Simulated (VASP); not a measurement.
# Si2Ni (Fm-3m) in VASP: a series of runs

The runs below take Si2Ni through single point, with PBEsol.

Everything below comes from runs of VASP 6.6.1. Logs are shortened: lines on timing, memory, paths and dates and some standing lists are left out, and cuts for length are marked.

## 1. The cell of the first run

The structure is cubic, space group Fm-3m (No. 225). Conventional cell: a = 5.147 Å, b = 5.147 Å, c = 5.147 Å, α = 90.00°, β = 90.00°, γ = 90.00°. Within 2.9 Å of Ni (site symmetry m-3m) lie 8 Si at 2.23 Å. Si (site symmetry -43m) has 4 Ni at 2.23 Å and 6 Si at 2.57 Å within 2.9 Å.

## 2. Single point, PBEsol, collinear spin, ferromagnetic start

Contents of INCAR:

```
  PREC = Accurate
  ENCUT = 520
  EDIFF = 1E-7
  ISMEAR = -1
  SIGMA = 0.05
  LREAL = False
  LASPH = True
  NELM = 150
  ALGO = Normal
  ISIF = 2
  LWAVE = False
  LCHARG = False
  ISPIN = 2
  MAGMOM = 1 0 0
  LORBIT = 11
  LMAXMIX = 4
  GGA = PS
  NBANDS = 20
```

Contents of KPOINTS:

```
Automatic mesh
0
Gamma
  9 9 9
```

Contents of POSCAR:

```
Si2Ni
1.0
    0.0000000000      2.5735908163      2.5735908163
    2.5735908163      0.0000000000      2.5735908163
    2.5735908163      2.5735908163      0.0000000000
Ni Si
1 2
Direct
    0.0000000000      0.0000000000      0.0000000000
    0.7500000000      0.7500000000      0.7500000000
    0.2500000000      0.2500000000      0.2500000000
```

Potentials or basis: VASP PAW PBE potentials, release 64 (Ni, Si).

The run is started by

```bash
$ cat potpaw_PBE.64/Ni/POTCAR potpaw_PBE.64/Si/POTCAR > POTCAR
$ mpirun -np 1 vasp_std > vasp.out
```

OUTCAR:

```text
PREC = Accurate
   ENCUT = 520
   EDIFF = 1E-7
   ISMEAR = -1
   LREAL = False
   LASPH = True
   NELM = 150
   ISIF = 2
   ISPIN = 2
   LORBIT = 11
   GGA = PS

 ion  position               nearest neighbor table
   1  0.000  0.000  0.000-   2 2.23   2 2.23   2 2.23   2 2.23   3 2.23   3 2.23   3 2.23   3 2.23

   2  0.750  0.750  0.750-   1 2.23   1 2.23   1 2.23   1 2.23   3 2.57   3 2.57   3 2.57   3 2.57
                             3 2.57   3 2.57
   3  0.250  0.250  0.250-   1 2.23   1 2.23   1 2.23   1 2.23   2 2.57   2 2.57   2 2.57   2 2.57
                             2 2.57   2 2.57

  LATTYP: Found a face centered cubic cell.
 ALAT       =     5.1471816326

  Lattice vectors:

 A1 = (   0.0000000000,   2.5735908163,   2.5735908163)
 A2 = (   2.5735908163,   0.0000000000,   2.5735908163)
 A3 = (   2.5735908163,   2.5735908163,   0.0000000000)

Analysis of symmetry for initial positions (statically):
=====================================================================
 Subroutine PRICEL returns:
 Original cell was already a primitive cell.

 Routine SETGRP: Setting up the symmetry group for a
 face centered cubic supercell.

 Subroutine GETGRP returns: Found 48 space group operations
 (whereof 48 operations were pure point group operations)
 out of a pool of 48 trial point group operations.

The static configuration has the point symmetry O_h .

Analysis of symmetry for dynamics (positions and initial velocities):
=====================================================================
 Subroutine PRICEL returns:
 Original cell was already a primitive cell.

 Routine SETGRP: Setting up the symmetry group for a
 face centered cubic supercell.

 Subroutine GETGRP returns: Found 48 space group operations
 (whereof 48 operations were pure point group operations)
 out of a pool of 48 trial point group operations.

The dynamic configuration has the point symmetry O_h .

Analysis of structural, dynamic, and magnetic symmetry:
=====================================================================
 Subroutine PRICEL returns:
 Original cell was already a primitive cell.

 Routine SETGRP: Setting up the symmetry group for a
 face centered cubic supercell.

 Subroutine GETGRP returns: Found 48 space group operations
 (whereof 48 operations were pure point group operations)
 out of a pool of 48 trial point group operations.

The overall configuration has the point symmetry O_h .

 Subroutine INISYM returns: Found 48 space group operations
 (whereof 48 operations are pure point group operations),
 and found     1 'primitive' translations

----------------------------------------------------------------------------------------

                                     Primitive cell

  volume of cell :      34.0917

  direct lattice vectors                    reciprocal lattice vectors
     0.000000000  2.573590816  2.573590816    -0.194281079  0.194281079  0.194281079
     2.573590816  0.000000000  2.573590816     0.194281079 -0.194281079  0.194281079
     2.573590816  2.573590816  0.000000000     0.194281079  0.194281079 -0.194281079

  length of vectors
     3.639607036  3.639607036  3.639607036     0.336504699  0.336504699  0.336504699

  position of ions in fractional coordinates (direct lattice)
     0.000000000  0.000000000  0.000000000
     0.750000000  0.750000000  0.750000000
     0.250000000  0.250000000  0.250000000

  ion indices of the primitive-cell ions
   primitive index   ion index
                 1           1
                 2           2
                 3           3

----------------------------------------------------------------------------------------

 KPOINTS: Automatic mesh

Automatic generation of k-mesh.
 Grid dimensions read from file:
 generate k-points for:    9    9    9

 Generating k-lattice:

  Cartesian coordinates                     Fractional coordinates (reciprocal lattice)
    -0.021586787  0.021586787  0.021586787     0.111111111  0.000000000  0.000000000
     0.021586787 -0.021586787  0.021586787     0.000000000  0.111111111  0.000000000
     0.021586787  0.021586787 -0.021586787     0.000000000  0.000000000  0.111111111

  Length of vectors
     0.037389411  0.037389411  0.037389411

  Shift w.r.t. Gamma in fractional coordinates (k-lattice)
     0.000000000  0.000000000  0.000000000

 Subroutine IBZKPT returns following result:
 ===========================================

 Found     35 irreducible k-points:

 Following reciprocal coordinates:
            Coordinates               Weight
  0.000000  0.000000  0.000000      1.000000
  0.111111  0.000000  0.000000      8.000000
  0.222222  0.000000  0.000000      8.000000
  0.333333  0.000000  0.000000      8.000000
  0.444444  0.000000  0.000000      8.000000
  0.111111  0.111111  0.000000      6.000000
[... 16 lines left out ...]
 -0.333333  0.333333  0.000000     12.000000
  0.444444  0.444444  0.000000      6.000000
 [... further k-points ...]
   k-points           NKPTS =     35   k-points in BZ     NKDIM =     35   number of bands    NBANDS=     20
   number of dos      NEDOS =    301   number of ions     NIONS =      3
   total plane-waves  NPLWV =  21952
   dimension x,y,z NGX =    28 NGY =   28 NGZ =   28
   dimension x,y,z NGXF=    56 NGYF=   56 NGZF=   56
   ions per type =               1   2
   NGX,Y,Z   is equivalent  to a cutoff of  12.79, 12.79, 12.79 a.u.
   NGXF,Y,Z  is equivalent  to a cutoff of  25.58, 25.58, 25.58 a.u.
 SYSTEM =  unknown system
   PREC   = accura    normal or accurate (medium, high low for compatibility)
   ISTART =      0    job   : 0-new  1-cont  2-samecut
   ICHARG =      2    charge: 1-file 2-atom 10-const
   ISPIN  =      2    spin polarized calculation?
   LNONCOLLINEAR =      F non collinear calculations
   LSORBIT =      F    spin-orbit coupling
   LASPH  =      T    aspherical Exc in radial PAW
   ENCUT  =  520.0 eV  38.22 Ry    6.18 a.u.   6.77  6.77  6.77*2*pi/ulx,y,z
   NELM   =    150;   NELMIN=  2; NELMDL= -5     # of ELM steps
   EDIFF  = 0.1E-06   stopping-criterion for ELM
   LREAL  =      F    real-space projection
   EDIFFG = 0.1E-05   stopping-criterion for IOM
   NSW    =      0    number of steps for IOM
   IBRION =     -1    ionic relax: 0-MD 1-quasi-New 2-CG
   NFREE  =      0    steps in history (QN), initial steepest desc. (CG)
   ISIF   =      2    stress and relaxation
   ISYM   =      2    0-nonsym 1-usesym 2-fastsym
   POTIM  = 0.5000    time-step for ionic-motion
   TEBEG  =    0.0;   TEEND  =   0.0 temperature during run
   PSTRESS=    0.0 pullay stress
   NELECT =      18.0000    total number of electrons
   NUPDOWN=      -1.0000    fix difference up-down
   EMIN   =  10.00;   EMAX   =-10.00  energy-range for DOS
   EFERMI =   0.00;   METHOD = LEGACY
   ISMEAR =    -1;   SIGMA  =   0.05  broadening in eV -4-tet -1-fermi 0-gaus
   EFERMI_NEDOS =   21; number of points for ismear=-14 and -15
   IALGO  =     38    algorithm
   IMIX   =      4    mixing-type and parameters
     AMIX     =   0.40;   BMIX     =  1.00
     AMIX_MAG =   1.60;   BMIX_MAG =  1.00
  volume/ion in A,a.u.               =      11.36        76.69
  Fermi-wavevector in a.u.,A,eV,Ry     =   1.323172  2.500432 23.820850  1.750783
  Thomas-Fermi vector in A             =   2.452799
   LORBIT       =     11    0 simple, 1 ext, 2 COOP (PROOUT), +10 PAW based schemes
   GGA     = PS    functional components
   LHFCALC =     F    Hartree Fock is set to
   AEXX    =    0.0000 exact exchange contribution
   IVDW    =     0    specifies the selected vdW correction
   LEPSILON=     F    determine dielectric tensor
   LRPA    =     F    only Hartree local field effects (RPA)
 spin polarized calculation
  energy-cutoff  :      520.00
  volume of cell :       34.09
 maximum number of plane-waves:       941
   NGX = 13   NGY = 13   NGZ = 13

 number of electron      18.0000009 magnetization      -0.0001436

 number of electron      18.0000009 magnetization       0.0000272

 Free energy of the ion-electron system (eV)
  ---------------------------------------------------
  ext. energy  EPLUGINS =         0.00000000
  ---------------------------------------------------
  free energy    TOTEN  =       -18.55813122 eV

  energy without entropy =      -18.55070473  energy(sigma->0) =      -18.55441798

 E-fermi :  12.7804     XC(G=0): -12.3857

 val. band max:       12.7393434963   @ k =   0.4444   0.3333   0.0000
 cond. band min:      12.9427746003   @ k =  -0.4444   0.3333   0.0000
 fundamental gap:      0.2034311040
 Fermi energy:        12.7803714393

 spin component 1

 k-point     1 :       0.0000    0.0000    0.0000
  band No.  band energies     occupation
      1      -2.6482      1.00000
      2       6.4124      1.00000
      3       6.4124      1.00000
      4       6.4124      1.00000
      5       8.2466      1.00000
      6       8.2466      1.00000
[... 12 lines left out ...]
     19      22.0482      0.00000
     20      28.0524      0.00000

 k-point     2 :       0.1111    0.0000    0.0000
  band No.  band energies     occupation
      1      -2.4437      1.00000
      2       6.1074      1.00000
      3       6.4767      1.00000
      4       6.4767      1.00000
      5       8.2084      1.00000
      6       8.2084      1.00000
[... 12 lines left out ...]
     19      22.9771      0.00000
     20      28.6548      0.00000
[... 465 lines left out ...]
      3       4.5065      1.00000
      4       7.0046      1.00000
      5       7.4373      1.00000
      6       7.8042      1.00000
[... 12 lines left out ...]
     19      28.6038      0.00000
     20      29.3507      0.00000

 k-point    24 :       0.4444    0.4444    0.0000
  band No.  band energies     occupation
      1       1.4266      1.00000
      2       4.0036      1.00000
      3       4.6002      1.00000
      4       7.2883      1.00000
      5       7.2883      1.00000
      6       8.4009      1.00000
[... 12 lines left out ...]
     19      27.2871      0.00000
     20      27.8462      0.00000

 [... further k-points ...]

 spin component 2

 k-point     1 :       0.0000    0.0000    0.0000
  band No.  band energies     occupation
      1      -2.6482      1.00000
      2       6.4124      1.00000
      3       6.4124      1.00000
      4       6.4124      1.00000
      5       8.2466      1.00000
      6       8.2466      1.00000
[... 12 lines left out ...]
     19      22.0482      0.00000
     20      28.0524      0.00000

 k-point     2 :       0.1111    0.0000    0.0000
  band No.  band energies     occupation
      1      -2.4437      1.00000
      2       6.1074      1.00000
      3       6.4767      1.00000
      4       6.4767      1.00000
      5       8.2084      1.00000
      6       8.2084      1.00000
[... 12 lines left out ...]
     19      22.9772      0.00000
     20      28.6548      0.00000
[... 465 lines left out ...]
      3       4.5065      1.00000
      4       7.0046      1.00000
      5       7.4373      1.00000
      6       7.8042      1.00000
[... 12 lines left out ...]
     19      28.6038      0.00000
     20      29.3507      0.00000

 k-point    24 :       0.4444    0.4444    0.0000
  band No.  band energies     occupation
      1       1.4266      1.00000
      2       4.0036      1.00000
      3       4.6002      1.00000
      4       7.2883      1.00000
      5       7.2883      1.00000
      6       8.4009      1.00000
[... 12 lines left out ...]
     19      27.2871      0.00000
     20      27.8462      0.00000

 [... further k-points ...]

------------------------ aborting loop because EDIFF is reached ----------------------------------------

  FORCE on cell =-STRESS in cart. coord.  units (eV):
  Direction    XX          YY          ZZ          XY          YZ          ZX
  --------------------------------------------------------------------------------------
  -------------------------------------------------------------------------------------
  Total        6.4148326      6.4148326      6.4148326     -0.0000000      0.0000000     -0.0000000
  in kB      301.4723029    301.4723029    301.4723029     -0.0000000      0.0000000     -0.0000000
  external PRESSURE =     301.4723029 kB  Pullay stress =       0.0000000 kB

 VOLUME and BASIS-vectors are now :
 -----------------------------------------------------------------------------
  energy-cutoff  :      520.00
  volume of cell :       34.09
      direct lattice vectors                 reciprocal lattice vectors
     0.000000000  2.573590816  2.573590816    -0.194281079  0.194281079  0.194281079
     2.573590816  0.000000000  2.573590816     0.194281079 -0.194281079  0.194281079
     2.573590816  2.573590816  0.000000000     0.194281079  0.194281079 -0.194281079

 POSITION                                       TOTAL-FORCE (eV/Angst)
 -----------------------------------------------------------------------------------
      0.00000      0.00000      0.00000        -0.000000      0.000000     -0.000000
      3.86039      3.86039      3.86039        -0.000000     -0.000000     -0.000000
      1.28680      1.28680      1.28680         0.000000      0.000000      0.000000
 -----------------------------------------------------------------------------------
    total drift:                               -0.000000     -0.000000      0.000000

  FREE ENERGIE OF THE ION-ELECTRON SYSTEM (eV)
  ---------------------------------------------------
  free  energy   TOTEN  =       -18.5581312231 eV

  energy  without entropy=      -18.5507047269  energy(sigma->0) =      -18.55441798

 total charge

# of ion       s       p       d       tot
------------------------------------------
    1        0.649   1.052   8.555  10.255
    2        0.722   0.955   0.000   1.677
    3        0.722   0.955   0.000   1.677
--------------------------------------------------
tot          2.094   2.961   8.555  13.610

 magnetization (x)

# of ion       s       p       d       tot
------------------------------------------
    1        0.000   0.000  -0.000   0.000
    2        0.000   0.000   0.000   0.000
    3        0.000   0.000   0.000   0.000
--------------------------------------------------
tot          0.000   0.000  -0.000   0.000
```

It took 26 s on 1 thread of Intel Xeon 6975P-C (Granite Rapids), shared host; peak memory 0.19 GiB.

Results:

* Free energy: -18.5581 eV
* Pressure: 30.1 GPa
* Band gap on the k mesh: zero (filled and empty bands overlap)
* Net moment: 0.00 μB per cell
* Valence electrons inside the program's atomic spheres: Ni 10.26; Si 1.68

Caveat: the PAW data sets were made with another functional, which shifts forces and pressure a little.

## 3. Single point, PBEsol, collinear spin, ferromagnetic start

This run uses another cell than the first one, of 11.80 Å³/atom, 1.038 times its volume.

Contents of INCAR:

```
SYSTEM = Si2Ni
PREC = Accurate
ENCUT = 520
EDIFF = 1E-6
ISMEAR = -1
SIGMA = 0.05
LREAL = .False.
LASPH = .True.
NELM = 150
ALGO = Normal
ISIF = 2
LWAVE = .False.
LCHARG = .True.
ISPIN = 2
MAGMOM = 1 0 0
LORBIT = 11
LMAXMIX = 4
GGA = PS
LELF = .True.
LVHAR = .True.
NBANDS = 20
```

Contents of KPOINTS:

```
Automatic mesh
0
Gamma
  9 9 9
  0 0 0
```

Contents of POSCAR:

```
Si2Ni
1.0
    0.0000000000      2.6058585235      2.6058585235
    2.6058585235      0.0000000000      2.6058585235
    2.6058585235      2.6058585235      0.0000000000
Ni Si
1 2
Direct
    0.0000000000      0.0000000000      0.0000000000
    0.7500000000      0.7500000000      0.7500000000
    0.2500000000      0.2500000000      0.2500000000
```

Potentials or basis: VASP PAW PBE potentials, release 64 (Ni, Si).

The run is started by

```bash
$ cat potpaw_PBE.64/Ni/POTCAR potpaw_PBE.64/Si/POTCAR > POTCAR
$ mpirun -np 1 vasp_std > vasp.out
```

It took 25 s on 1 thread of Intel Xeon 6975P-C (Granite Rapids), shared host; peak memory 0.19 GiB.

It converged, with:

```
Free energy                                           : -18.7609 eV
Pressure                                              : 20.1 GPa
Band gap on the k mesh                                : zero (filled and empty bands overlap)
Net moment                                            : 0.00 μB per cell
Valence electrons inside the program's atomic spheres : Ni 10.14; Si 1.65
```

Levels at points of the mesh, in eV from the Fermi level:
Spin up:
```csv
k point,band 6,band 7,band 8,band 9,band 10,band 11,band 12,band 13
"(0.00, 0.00, 0.00)",-4.26,0.57,1.78,1.78,1.78,1.96,1.96,1.96
```
Spin down:
```csv
k point,band 5,band 6,band 7,band 8,band 9,band 10,band 11,band 12,band 13,band 14
"(0.00, 0.00, 0.00)",-4.26,-4.26,0.57,1.78,1.78,1.78,1.96,1.96,1.96,4.90
```

Caveat: the PAW data sets were made with another functional, which shifts forces and pressure a little.
